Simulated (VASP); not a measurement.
# BP (F-43m) in VASP: settings compared

Aim: see how the results for BP move with the level of theory and the settings. Levels: PBE, r2SCAN. Tasks: single point.

Everything below comes from runs of VASP 6.6.1. Logs are shortened: lines on timing, memory, paths and dates and some standing lists are left out, and cuts for length are marked.

### Step 1. The cell of the first run

It takes space group F-43m (No. 216, cubic). Conventional cell: a = 4.537 Å, b = 4.537 Å, c = 4.537 Å, α = 90.00°, β = 90.00°, γ = 90.00°. B (site symmetry -43m) has 4 P at 1.96 Å within 2.6 Å. Within 2.6 Å of P (site symmetry -43m) lie 4 B at 1.96 Å.

### Step 2. Single point, PBE

INCAR reads:

```
  PREC = Accurate
  ENCUT = 520
  EDIFF = 1E-6
  ISMEAR = 1
  SIGMA = 0.05
  LREAL = F
  LASPH = T
  NELM = 100
  ALGO = Normal
  ISIF = 2
  LWAVE = F
  LCHARG = F
  GGA = PE
  NBANDS = 11
```

KPOINTS reads:

```
Automatic mesh
0
Gamma
  6 6 6
```

POSCAR reads:

```
BP
1.0
    0.0000000000      2.2683156724      2.2683156724
    2.2683156724      0.0000000000      2.2683156724
    2.2683156724      2.2683156724      0.0000000000
B P
1 1
Direct
    0.0000000000      0.0000000000      0.0000000000
    0.2500000000      0.2500000000      0.2500000000
```

Potentials or basis: VASP PAW PBE potentials, release 64 (B, P).

Run with:

```bash
$ cat potpaw_PBE.64/B/POTCAR potpaw_PBE.64/P/POTCAR > POTCAR
$ mpirun -np 1 vasp_std > vasp.out
```

OUTCAR:

```text
PREC = Accurate
   ENCUT = 520
   EDIFF = 1E-6
   ISMEAR = 1
   LREAL = F
   LASPH = T
   NELM = 100
   ISIF = 2
   GGA = PE

 ion  position               nearest neighbor table
   1  0.000  0.000  0.000-   2 1.96   2 1.96   2 1.96   2 1.96
   2  0.250  0.250  0.250-   1 1.96   1 1.96   1 1.96   1 1.96

  LATTYP: Found a face centered cubic cell.
 ALAT       =     4.5366313448

  Lattice vectors:

 A1 = (   0.0000000000,   2.2683156724,   2.2683156724)
 A2 = (   2.2683156724,   0.0000000000,   2.2683156724)
 A3 = (   2.2683156724,   2.2683156724,   0.0000000000)

Analysis of symmetry for initial positions (statically):
=====================================================================
 Subroutine PRICEL returns:
 Original cell was already a primitive cell.

 Routine SETGRP: Setting up the symmetry group for a
 face centered cubic supercell.

 Subroutine GETGRP returns: Found 24 space group operations
 (whereof 24 operations were pure point group operations)
 out of a pool of 48 trial point group operations.

The static configuration has the point symmetry T_d .

Analysis of symmetry for dynamics (positions and initial velocities):
=====================================================================
 Subroutine PRICEL returns:
 Original cell was already a primitive cell.

 Routine SETGRP: Setting up the symmetry group for a
 face centered cubic supercell.

 Subroutine GETGRP returns: Found 24 space group operations
 (whereof 24 operations were pure point group operations)
 out of a pool of 48 trial point group operations.

The dynamic configuration has the point symmetry T_d .

 Subroutine INISYM returns: Found 24 space group operations
 (whereof 24 operations are pure point group operations),
 and found     1 'primitive' translations

----------------------------------------------------------------------------------------

                                     Primitive cell

  volume of cell :      23.3421

  direct lattice vectors                    reciprocal lattice vectors
     0.000000000  2.268315672  2.268315672    -0.220427873  0.220427873  0.220427873
     2.268315672  0.000000000  2.268315672     0.220427873 -0.220427873  0.220427873
     2.268315672  2.268315672  0.000000000     0.220427873  0.220427873 -0.220427873

  length of vectors
     3.207882788  3.207882788  3.207882788     0.381792276  0.381792276  0.381792276

  position of ions in fractional coordinates (direct lattice)
     0.000000000  0.000000000  0.000000000
     0.250000000  0.250000000  0.250000000

  ion indices of the primitive-cell ions
   primitive index   ion index
                 1           1
                 2           2

----------------------------------------------------------------------------------------

 KPOINTS: Automatic mesh

Automatic generation of k-mesh.
 Grid dimensions read from file:
 generate k-points for:    6    6    6

 Generating k-lattice:

  Cartesian coordinates                     Fractional coordinates (reciprocal lattice)
    -0.036737979  0.036737979  0.036737979     0.166666667  0.000000000  0.000000000
     0.036737979 -0.036737979  0.036737979     0.000000000  0.166666667  0.000000000
     0.036737979  0.036737979 -0.036737979     0.000000000  0.000000000  0.166666667

  Length of vectors
     0.063632046  0.063632046  0.063632046

  Shift w.r.t. Gamma in fractional coordinates (k-lattice)
     0.000000000  0.000000000  0.000000000

 Subroutine IBZKPT returns following result:
 ===========================================

 Found     16 irreducible k-points:

 Following reciprocal coordinates:
            Coordinates               Weight
  0.000000  0.000000  0.000000      1.000000
  0.166667  0.000000  0.000000      8.000000
  0.333333  0.000000  0.000000      8.000000
  0.500000  0.000000  0.000000      4.000000
  0.166667  0.166667  0.000000      6.000000
  0.333333  0.166667  0.000000     24.000000
[... 8 lines left out ...]
 -0.333333  0.333333  0.166667     24.000000
 -0.333333  0.500000  0.166667     12.000000
   k-points           NKPTS =     16   k-points in BZ     NKDIM =     16   number of bands    NBANDS=     11
   number of dos      NEDOS =    301   number of ions     NIONS =      2
   total plane-waves  NPLWV =  13824
   dimension x,y,z NGX =    24 NGY =   24 NGZ =   24
   dimension x,y,z NGXF=    48 NGYF=   48 NGZF=   48
   ions per type =               1   1
   NGX,Y,Z   is equivalent  to a cutoff of  12.44, 12.44, 12.44 a.u.
   NGXF,Y,Z  is equivalent  to a cutoff of  24.88, 24.88, 24.88 a.u.
 SYSTEM =  unknown system
   PREC   = accura    normal or accurate (medium, high low for compatibility)
   ISTART =      0    job   : 0-new  1-cont  2-samecut
   ICHARG =      2    charge: 1-file 2-atom 10-const
   ISPIN  =      1    spin polarized calculation?
   LNONCOLLINEAR =      F non collinear calculations
   LSORBIT =      F    spin-orbit coupling
   LASPH  =      T    aspherical Exc in radial PAW
   ENCUT  =  520.0 eV  38.22 Ry    6.18 a.u.   5.96  5.96  5.96*2*pi/ulx,y,z
   NELM   =    100;   NELMIN=  2; NELMDL= -5     # of ELM steps
   EDIFF  = 0.1E-05   stopping-criterion for ELM
   LREAL  =      F    real-space projection
   EDIFFG = 0.1E-04   stopping-criterion for IOM
   NSW    =      0    number of steps for IOM
   IBRION =     -1    ionic relax: 0-MD 1-quasi-New 2-CG
   NFREE  =      0    steps in history (QN), initial steepest desc. (CG)
   ISIF   =      2    stress and relaxation
   ISYM   =      2    0-nonsym 1-usesym 2-fastsym
   POTIM  = 0.5000    time-step for ionic-motion
   TEBEG  =    0.0;   TEEND  =   0.0 temperature during run
   PSTRESS=    0.0 pullay stress
   NELECT =       8.0000    total number of electrons
   NUPDOWN=      -1.0000    fix difference up-down
   EMIN   =  10.00;   EMAX   =-10.00  energy-range for DOS
   EFERMI =   0.00;   METHOD = LEGACY
   ISMEAR =     1;   SIGMA  =   0.05  broadening in eV -4-tet -1-fermi 0-gaus
   EFERMI_NEDOS =   21; number of points for ismear=-14 and -15
   IALGO  =     38    algorithm
   IMIX   =      4    mixing-type and parameters
     AMIX     =   0.40;   BMIX     =  1.00
     AMIX_MAG =   1.60;   BMIX_MAG =  1.00
  volume/ion in A,a.u.               =      11.67        78.76
  Fermi-wavevector in a.u.,A,eV,Ry     =   1.145666  2.164995 17.858333  1.312550
  Thomas-Fermi vector in A             =   2.282353
   LORBIT       =      0    0 simple, 1 ext, 2 COOP (PROOUT), +10 PAW based schemes
   GGA     = PE    functional components
   LHFCALC =     F    Hartree Fock is set to
   AEXX    =    0.0000 exact exchange contribution
   IVDW    =     0    specifies the selected vdW correction
   LEPSILON=     F    determine dielectric tensor
   LRPA    =     F    only Hartree local field effects (RPA)
 non-spin polarized calculation
 Methfessel and Paxton  Order N= 1 SIGMA  =   0.05
  energy-cutoff  :      520.00
  volume of cell :       23.34
 maximum number of plane-waves:       636
   NGX = 11   NGY = 11   NGZ = 11

 number of electron       8.0000000 magnetization

 Free energy of the ion-electron system (eV)
  ---------------------------------------------------
  ext. energy  EPLUGINS =         0.00000000
  ---------------------------------------------------
  free energy    TOTEN  =       -12.91314137 eV

  energy without entropy =      -12.91318164  energy(sigma->0) =      -12.91315479

 E-fermi :   7.4918     XC(G=0): -10.9082

 val. band max:        7.4497408528   @ k =   0.0000   0.0000   0.0000
 cond. band min:       8.7769161072   @ k =   0.5000   0.5000   0.0000
 fundamental gap:      1.3271752543
 Fermi energy:         7.4918348060

 k-point     1 :       0.0000    0.0000    0.0000
  band No.  band energies     occupation
      1      -8.0209      2.00000
      2       7.4497      2.00000
      3       7.4497      2.00000
      4       7.4497      2.00000
      5      10.8490      0.00000
      6      10.8490      0.00000
      7      10.8490      0.00000
      8      14.8380      0.00000
      9      18.9669      0.00000
     10      19.5771      0.00000
     11      19.5771      0.00000

 k-point     2 :       0.1667    0.0000    0.0000
  band No.  band energies     occupation
      1      -7.5227      2.00000
      2       4.6104      2.00000
      3       6.7837      2.00000
      4       6.7837      2.00000
      5      11.4726      0.00000
      6      11.7553      0.00000
      7      11.7553      0.00000
      8      16.1222      0.00000
      9      18.3891      0.00000
     10      18.3891      0.00000
     11      20.2076      0.00000

 k-point     3 :       0.3333    0.0000    0.0000
  band No.  band energies     occupation
      1      -6.1044      2.00000
      2       0.7128      2.00000
      3       5.9798      2.00000
      4       5.9798      2.00000
      5      11.3518      0.00000
      6      12.3067      0.00000
      7      12.3067      0.00000
      8      17.5614      0.00000
      9      19.3413      0.00000
     10      19.3413      0.00000
     11      20.8858      0.00000

 k-point     4 :       0.5000    0.0000    0.0000
  band No.  band energies     occupation
      1      -4.6933      2.00000
      2      -1.5923      2.00000
      3       5.6903      2.00000
      4       5.6903      2.00000
      5      11.2353      0.00000
      6      12.1607      0.00000
      7      12.1607      0.00000
      8      17.5775      0.00000
      9      22.0787      0.00000
     10      22.0787      0.00000
     11      22.2874      0.00000
[... 127 lines left out ...]
 k-point    14 :       0.5000    0.3333    0.1667
  band No.  band energies     occupation
      1      -4.8804      2.00000
      2       0.9196      2.00000
      3       2.4380      2.00000
      4       4.1817      2.00000
      5      11.4563      0.00000
      6      12.9894      0.00000
      7      13.9261      0.00000
      8      16.9715      0.00000
      9      20.1721      0.00000
     10      21.0216      0.00000
     11      25.1673      0.00000

 k-point    15 :      -0.3333    0.3333    0.1667
  band No.  band energies     occupation
      1      -3.5757      2.00000
      2      -0.6731      2.00000
      3       1.9431      2.00000
      4       3.4695      2.00000
      5      11.9617      0.00000
      6      13.1571      0.00000
      7      16.0622      0.00000
      8      16.6206      0.00000
      9      17.9453      0.00000
     10      22.2850      0.00000
     11      25.0111      0.00000

 k-point    16 :      -0.3333    0.5000    0.1667
  band No.  band energies     occupation
      1      -2.9614      2.00000
      2      -0.7793      2.00000
      3       2.1427      2.00000
      4       2.2663      2.00000
      5      11.2802      0.00000
      6      11.8993      0.00000
      7      16.5807      0.00000
      8      17.2357      0.00000
      9      20.3986      0.00000
     10      23.6540      0.00000
     11      23.9374      0.00000

------------------------ aborting loop because EDIFF is reached ----------------------------------------

  FORCE on cell =-STRESS in cart. coord.  units (eV):
  Direction    XX          YY          ZZ          XY          YZ          ZX
  --------------------------------------------------------------------------------------
  -------------------------------------------------------------------------------------
  Total        0.1716774      0.1716774      0.1716774      0.0000000      0.0000000     -0.0000000
  in kB       11.7837434     11.7837434     11.7837434      0.0000000      0.0000000     -0.0000000
  external PRESSURE =      11.7837434 kB  Pullay stress =       0.0000000 kB

 VOLUME and BASIS-vectors are now :
 -----------------------------------------------------------------------------
  energy-cutoff  :      520.00
  volume of cell :       23.34
      direct lattice vectors                 reciprocal lattice vectors
     0.000000000  2.268315672  2.268315672    -0.220427873  0.220427873  0.220427873
     2.268315672  0.000000000  2.268315672     0.220427873 -0.220427873  0.220427873
     2.268315672  2.268315672  0.000000000     0.220427873  0.220427873 -0.220427873

 POSITION                                       TOTAL-FORCE (eV/Angst)
 -----------------------------------------------------------------------------------
      0.00000      0.00000      0.00000        -0.000000     -0.000000     -0.000000
      1.13416      1.13416      1.13416         0.000000      0.000000      0.000000
 -----------------------------------------------------------------------------------
    total drift:                                0.000000      0.000000      0.000000

  FREE ENERGIE OF THE ION-ELECTRON SYSTEM (eV)
  ---------------------------------------------------
  free  energy   TOTEN  =       -12.9131413735 eV

  energy  without entropy=      -12.9131816367  energy(sigma->0) =      -12.91315479
```

It took 7.3 s on 1 thread of Intel Xeon 8259CL, shared host; peak memory 0.13 GiB.

Results:

* Free energy: -12.9131 eV
* Pressure: 1.2 GPa
* Band gap on the k mesh: 1.33 eV, indirect (least direct gap 3.40 eV)

### Step 3. Single point, PBE

INCAR reads:

```
PREC = Accurate ; ENCUT = 520
EDIFF = 1E-7 ; ISMEAR = -1
SIGMA = 0.001 ; LREAL = False
LASPH = True ; NELM = 100
ALGO = Normal ; ISIF = 2
LWAVE = False ; LCHARG = False
GGA = PE ; NBANDS = 11
```

KPOINTS is that of step 2.

POSCAR is that of step 2.

Potentials or basis: VASP PAW PBE potentials, release 64 (B, P).

Run with:

```bash
$ cat potpaw_PBE.64/B/POTCAR potpaw_PBE.64/P/POTCAR > POTCAR
$ mpirun -np 1 vasp_std > vasp.out
```

Wall time 7.7 s (1 thread of Intel Xeon 8259CL, shared host); peak memory 0.13 GiB.

It converged, with:

* Free energy: -12.9132 eV
* Pressure: 1.2 GPa
* Band gap on the k mesh: 1.33 eV, indirect (least direct gap 3.40 eV)

Levels at points of the mesh, in eV from the valence-band top:
```tsv
k point	band 1	band 2	band 3	band 4	band 5	band 6	band 7	band 8
(0.00, 0.00, 0.00)	-15.47	0.00	0.00	0.00	3.40	3.40	3.40	7.39
(0.50, 0.00, 0.00)	-12.14	-9.04	-1.76	-1.76	3.79	4.71	4.71	10.13
(0.50, 0.50, 0.00)	-10.61	-8.59	-4.12	-4.12	1.33	1.66	12.13	12.13
```

(Continued in part 2 of 2.)
